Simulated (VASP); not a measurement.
# Hg (C2/m) in VASP: single point with PBEsol

Aim: the single point of Hg with PBEsol.

All numbers are computed with VASP 6.6.1; they aren't measurements. Logs are shortened: lines on timing, memory, paths and dates and some standing lists are left out, and cuts for length are marked.

## Step 1: The cell of the first run

It takes space group C2/m (No. 12, monoclinic). The conventional cell has a = 6.650 Å, b = 5.860 Å, c = 3.145 Å, α = 90.00°, β = 118.22°, γ = 90.00°. Hg (site symmetry m) has 7 Hg at 2.67 to 3.48 Å within 3.5 Å.

## Step 2: Single point, PBEsol (one atom moved)

Input file INCAR:

```
ALGO = Fast
EDIFF = 1E-7
ENCUT = 520
GGA = PS
ISIF = 2
ISMEAR = 0
LASPH = T
LCHARG = F
LREAL = F
LWAVE = F
NBANDS = 19
NELM = 80
PREC = Accurate
SIGMA = 0.1
```

Input file KPOINTS:

```
k-points
0
Gamma
  14 14 14
```

Input file POSCAR:

```
Hg
1.0
   -2.9297541400      2.9297541400      1.5725525500
    2.9297541400     -2.9297541400      1.5725525500
    2.9297541400      2.9297541400     -1.5725525500
Hg
2
Direct
    0.7500000000      0.2500000000      0.5000000000
    0.0000000000      0.0639985443      0.0639985443
```

Potentials or basis: VASP PAW PBE potentials, release 64 (Hg).

Run with:

```bash
cat potpaw_PBE.64/Hg/POTCAR > POTCAR
mpirun -np 1 vasp_std > vasp.out
```

OUTCAR:

```text
EDIFF = 1E-7
   ENCUT = 520
   GGA = PS
   ISIF = 2
   ISMEAR = 0
   LASPH = T
   LREAL = F
   NELM = 80
   PREC = Accurate

 ion  position               nearest neighbor table
   1  0.750  0.250  0.500-   2 2.67   2 3.06   2 3.06   2 3.40   2 3.48   2 3.78   2 3.78
   2  0.000  0.064  0.064-   1 2.67   1 3.06   1 3.06   1 3.40   1 3.48   1 3.78   1 3.78

  LATTYP: Found a body centered tetragonal cell.
 ALAT       =     5.8595082800
 C/A-ratio  =     0.5367523945

  Lattice vectors:

 A1 = (  -2.9297541400,   2.9297541400,   1.5725525500)
 A2 = (   2.9297541400,  -2.9297541400,   1.5725525500)
 A3 = (   2.9297541400,   2.9297541400,  -1.5725525500)

Analysis of symmetry for initial positions (statically):
=====================================================================
 Subroutine PRICEL returns:
 Original cell was already a primitive cell.

 Routine SETGRP: Setting up the symmetry group for a
 body centered tetragonal supercell.

 Subroutine GETGRP returns: Found  4 space group operations
 (whereof  2 operations were pure point group operations)
 out of a pool of 16 trial point group operations.

The static configuration has the point symmetry C_1h.
 The point group associated with its full space group is C_2h.

Analysis of symmetry for dynamics (positions and initial velocities):
=====================================================================
 Subroutine PRICEL returns:
 Original cell was already a primitive cell.

 Routine SETGRP: Setting up the symmetry group for a
 body centered tetragonal supercell.

 Subroutine GETGRP returns: Found  4 space group operations
 (whereof  2 operations were pure point group operations)
 out of a pool of 16 trial point group operations.

The dynamic configuration has the point symmetry C_1h.
 The point group associated with its full space group is C_2h.

 Subroutine INISYM returns: Found  4 space group operations
 (whereof  2 operations are pure point group operations),
 and found     1 'primitive' translations

----------------------------------------------------------------------------------------

                                     Primitive cell

  volume of cell :      53.9918

  direct lattice vectors                    reciprocal lattice vectors
    -2.929754140  2.929754140  1.572552550     0.000000000  0.170662785  0.317954398
     2.929754140 -2.929754140  1.572552550     0.170662785  0.000000000  0.317954398
     2.929754140  2.929754140 -1.572552550     0.170662785  0.170662785  0.000000000

  length of vectors
     4.431685928  4.431685928  4.431685928     0.360861172  0.360861172  0.241353625

  position of ions in fractional coordinates (direct lattice)
     0.750000000  0.250000000  0.500000000
     0.000000000  0.063998544  0.063998544

  ion indices of the primitive-cell ions
   primitive index   ion index
                 1           1
                 2           2

----------------------------------------------------------------------------------------

 KPOINTS: k-points

Automatic generation of k-mesh.
 Grid dimensions read from file:
 generate k-points for:   14   14   14

 Generating k-lattice:

  Cartesian coordinates                     Fractional coordinates (reciprocal lattice)
     0.000000000  0.012190199  0.022711028     0.071428571  0.000000000  0.000000000
     0.012190199  0.000000000  0.022711028     0.000000000  0.071428571  0.000000000
     0.012190199  0.012190199  0.000000000     0.000000000  0.000000000  0.071428571

  Length of vectors
     0.025775798  0.025775798  0.017239545

  Shift w.r.t. Gamma in fractional coordinates (k-lattice)
     0.000000000  0.000000000  0.000000000

 Subroutine IBZKPT returns following result:
 ===========================================

 Found    744 irreducible k-points:

 Following reciprocal coordinates:
            Coordinates               Weight
  0.000000  0.000000  0.000000      1.000000
  0.071429  0.000000  0.000000      4.000000
  0.071429  0.000000 -0.071429      2.000000
  0.000000  0.071429  0.000000      2.000000
  0.142857  0.000000 -0.000000      4.000000
  0.142857  0.000000 -0.142857      2.000000
[... 16 lines left out ...]
  0.071429  0.071429  0.000000      4.000000
  0.142857  0.000000 -0.071429      4.000000
 [... further k-points ...]
   k-points           NKPTS =    744   k-points in BZ     NKDIM =    744   number of bands    NBANDS=     19
   number of dos      NEDOS =    301   number of ions     NIONS =      2
   total plane-waves  NPLWV =  46656
   dimension x,y,z NGX =    36 NGY =   36 NGZ =   36
   dimension x,y,z NGXF=    72 NGYF=   72 NGZF=   72
   ions per type =               2
   NGX,Y,Z   is equivalent  to a cutoff of  13.50, 13.50, 13.50 a.u.
   NGXF,Y,Z  is equivalent  to a cutoff of  27.01, 27.01, 27.01 a.u.
 SYSTEM =  unknown system
   PREC   = accura    normal or accurate (medium, high low for compatibility)
   ISTART =      0    job   : 0-new  1-cont  2-samecut
   ICHARG =      2    charge: 1-file 2-atom 10-const
   ISPIN  =      1    spin polarized calculation?
   LNONCOLLINEAR =      F non collinear calculations
   LSORBIT =      F    spin-orbit coupling
   LASPH  =      T    aspherical Exc in radial PAW
   ENCUT  =  520.0 eV  38.22 Ry    6.18 a.u.   8.24  8.24  8.24*2*pi/ulx,y,z
   NELM   =     80;   NELMIN=  2; NELMDL= -5     # of ELM steps
   EDIFF  = 0.1E-06   stopping-criterion for ELM
   LREAL  =      F    real-space projection
   EDIFFG = 0.1E-05   stopping-criterion for IOM
   NSW    =      0    number of steps for IOM
   IBRION =     -1    ionic relax: 0-MD 1-quasi-New 2-CG
   NFREE  =      0    steps in history (QN), initial steepest desc. (CG)
   ISIF   =      2    stress and relaxation
   ISYM   =      2    0-nonsym 1-usesym 2-fastsym
   POTIM  = 0.5000    time-step for ionic-motion
   TEBEG  =    0.0;   TEEND  =   0.0 temperature during run
   PSTRESS=    0.0 pullay stress
   NELECT =      24.0000    total number of electrons
   NUPDOWN=      -1.0000    fix difference up-down
   EMIN   =  10.00;   EMAX   =-10.00  energy-range for DOS
   EFERMI =   0.00;   METHOD = LEGACY
   ISMEAR =     0;   SIGMA  =   0.10  broadening in eV -4-tet -1-fermi 0-gaus
   EFERMI_NEDOS =   21; number of points for ismear=-14 and -15
   IALGO  =     68    algorithm
   IMIX   =      4    mixing-type and parameters
     AMIX     =   0.40;   BMIX     =  1.00
     AMIX_MAG =   1.60;   BMIX_MAG =  1.00
  volume/ion in A,a.u.               =      27.00       182.18
  Fermi-wavevector in a.u.,A,eV,Ry     =   1.249404  2.361030 21.238820  1.561009
  Thomas-Fermi vector in A             =   2.383446
   LORBIT       =      0    0 simple, 1 ext, 2 COOP (PROOUT), +10 PAW based schemes
   GGA     = PS    functional components
   LHFCALC =     F    Hartree Fock is set to
   AEXX    =    0.0000 exact exchange contribution
   IVDW    =     0    specifies the selected vdW correction
   LEPSILON=     F    determine dielectric tensor
   LRPA    =     F    only Hartree local field effects (RPA)
 non-spin polarized calculation
 RMM-DIIS sequential band-by-band and
 Gauss-broadening in eV      SIGMA  =   0.10
  energy-cutoff  :      520.00
  volume of cell :       53.99
 maximum number of plane-waves:      1469
 NGX is ok and might be reduce to    36
   NGX = 17   NGY = 17   NGZ = 17

 number of electron      24.0000000 magnetization

 Free energy of the ion-electron system (eV)
  ---------------------------------------------------
  ext. energy  EPLUGINS =         0.00000000
  ---------------------------------------------------
  free energy    TOTEN  =        -0.90345722 eV

  energy without entropy =       -0.90036180  energy(sigma->0) =       -0.90190951

 E-fermi :   1.7022     XC(G=0): -10.2527

 val. band max:        1.7006084968   @ k =   0.4286  -0.2857  -0.3571
 cond. band min:       1.7036364358   @ k =   0.2857  -0.2143   0.2143
 fundamental gap:      0.0030279390
 Fermi energy:         1.7022014336

 k-point     1 :       0.0000    0.0000    0.0000
  band No.  band energies     occupation
      1      -6.7765      2.00000
      2      -6.1240      2.00000
      3      -5.9797      2.00000
      4      -5.8439      2.00000
      5      -5.7099      2.00000
      6      -4.5978      2.00000
[... 11 lines left out ...]
     18      14.3582      0.00000
     19      14.4156      0.00000

 k-point     2 :       0.0714    0.0000    0.0000
  band No.  band energies     occupation
      1      -6.6851      2.00000
      2      -6.1057      2.00000
      3      -5.9447      2.00000
      4      -5.7761      2.00000
      5      -5.6703      2.00000
      6      -4.7066      2.00000
[... 11 lines left out ...]
     18      13.4307      0.00000
     19      13.6022      0.00000

 k-point     3 :       0.0714    0.0000   -0.0714
  band No.  band energies     occupation
      1      -6.6712      2.00000
      2      -6.1030      2.00000
      3      -5.9497      2.00000
      4      -5.7847      2.00000
      5      -5.6638      2.00000
      6      -4.6949      2.00000
[... 11 lines left out ...]
     18      13.2338      0.00000
     19      13.5072      0.00000

 k-point     4 :       0.0000    0.0714    0.0000
  band No.  band energies     occupation
      1      -6.6803      2.00000
      2      -6.1112      2.00000
      3      -5.9573      2.00000
      4      -5.7682      2.00000
      5      -5.6777      2.00000
      6      -4.6906      2.00000
[... 11 lines left out ...]
     18      13.3743      0.00000
     19      13.6078      0.00000

 k-point     5 :       0.1429    0.0000   -0.0000
  band No.  band energies     occupation
      1      -6.4757      2.00000
      2      -6.0168      2.00000
      3      -5.8398      2.00000
      4      -5.6218      2.00000
      5      -5.5263      2.00000
      6      -4.8780      2.00000
[... 11 lines left out ...]
     18      11.9849      0.00000
     19      13.2006      0.00000
[... 334 lines left out ...]
      2      -5.9734      2.00000
      3      -5.7621      2.00000
      4      -5.4386      2.00000
      5      -5.1895      2.00000
      6      -4.6506      2.00000
[... 11 lines left out ...]
     18      12.7996      0.00000
     19      14.5391      0.00000

 k-point    22 :       0.0000    0.5000    0.0000
  band No.  band energies     occupation
      1      -6.2280      2.00000
      2      -5.7411      2.00000
      3      -5.7063      2.00000
      4      -5.6322      2.00000
      5      -5.2213      2.00000
      6      -5.0331      2.00000
[... 11 lines left out ...]
     18      11.1844      0.00000
     19      12.8328      0.00000

 k-point    23 :       0.0714    0.0714    0.0000
  band No.  band energies     occupation
      1      -6.4972      2.00000
      2      -6.0401      2.00000
      3      -5.8940      2.00000
      4      -5.6040      2.00000
      5      -5.5288      2.00000
      6      -4.8617      2.00000
[... 11 lines left out ...]
     18      12.4841      0.00000
     19      13.1465      0.00000

 k-point    24 :       0.1429    0.0000   -0.0714
  band No.  band energies     occupation
      1      -6.4713      2.00000
      2      -6.0300      2.00000
      3      -5.8836      2.00000
      4      -5.6252      2.00000
      5      -5.5161      2.00000
      6      -4.8750      2.00000
[... 11 lines left out ...]
     18      12.4999      0.00000
     19      12.8820      0.00000

 [... further k-points ...]
[... 5 lines left out ...]
  --------------------------------------------------------------------------------------
  -------------------------------------------------------------------------------------
  Total        1.5879757     -0.8497381     -0.4461220      0.0000000      0.0000000     -0.8662797
  in kB       47.1223466    -25.2155341    -13.2384380      0.0000000      0.0000000    -25.7063968
  external PRESSURE =       2.8894582 kB  Pullay stress =       0.0000000 kB

 VOLUME and BASIS-vectors are now :
 -----------------------------------------------------------------------------
  energy-cutoff  :      520.00
  volume of cell :       53.99
      direct lattice vectors                 reciprocal lattice vectors
    -2.929754140  2.929754140  1.572552550     0.000000000  0.170662785  0.317954398
     2.929754140 -2.929754140  1.572552550     0.170662785  0.000000000  0.317954398
     2.929754140  2.929754140 -1.572552550     0.170662785  0.170662785  0.000000000

 POSITION                                       TOTAL-FORCE (eV/Angst)
 -----------------------------------------------------------------------------------
      0.00000      2.92975      0.78628         1.221046      0.000000     -0.288830
      0.37500      0.00000      0.00000        -1.221046      0.000000      0.288830
 -----------------------------------------------------------------------------------
    total drift:                               -0.000003     -0.000000     -0.000000

  FREE ENERGIE OF THE ION-ELECTRON SYSTEM (eV)
  ---------------------------------------------------
  free  energy   TOTEN  =        -0.9034572250 eV

  energy  without entropy=       -0.9003618049  energy(sigma->0) =       -0.90190951
```

It took 4.8 min on 1 thread of Intel Xeon Platinum 8559C (Emerald Rapids), shared host; peak memory 0.69 GiB.

Results:

- Free energy: -0.9035 eV
- Pressure: 0.3 GPa
- Largest force: 1.255 eV/Å
- Band gap on the k mesh: zero (bands 12 and 13 overlap by 3.83 eV)

Forces in eV/Å, atoms in the order of the input:
```
Hg   1.221  0.000 -0.289
Hg  -1.221  0.000  0.289
```

Stress tensor (GPa, compression positive):
```
 4.71  0.00 -2.57
 0.00 -2.52  0.00
-2.57  0.00 -1.32
```

Caveat: the cell differs from its parent crystal (one atom moved); the stress differs along the axes, from -3 to 5 GPa; the PAW data sets were made with another functional, which shifts forces and pressure a little; spin-orbit coupling is left out, which moves the levels of the heavy elements.
